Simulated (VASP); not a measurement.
KGeAu2S4, 8 atoms in the cell. The cell holds an amorphous packing of atoms, 8 atoms: a = 5.283 Å, b = 6.012 Å, c = 6.767 Å, α = 86.69°, β = 101.57°, γ = 76.01°. 

| Item | Value |
| --- | --- |
| Program | VASP 6.6.1 |
| Task | single point |
| Functional | PBE |
| Potentials or basis | VASP PAW PBE potentials, release 64 (Ge_d, Au, S, K_sv) |
| Cutoff | 520 eV |
| k mesh | 3 × 3 × 2 |
| Occupations | methfessel-paxton, width 0.15 eV |
| Spin | no spin polarisation |
| Dipole correction | no |
| Further INCAR settings | ALGO = Normal; EDIFF = 1e-06; NBANDS = 44 |

Potentials or basis: VASP PAW PBE potentials, release 64 (Ge_d, Au, S, K_sv).

Launch:

```sh
$ cat potpaw_PBE.64/Ge_d/POTCAR potpaw_PBE.64/Au/POTCAR potpaw_PBE.64/S/POTCAR potpaw_PBE.64/K_sv/POTCAR > POTCAR
$ mpirun -np 1 vasp_std > vasp.out
```

Hardware: 1 thread of Intel Xeon 8259CL (shared host).

Question: Estimate the wall time of this run.

Answer: Run time: 3.3 min on 1 thread of Intel Xeon 8259CL (shared host), peak memory 0.34 GiB. Counts: scf iterations 16, k points 10.
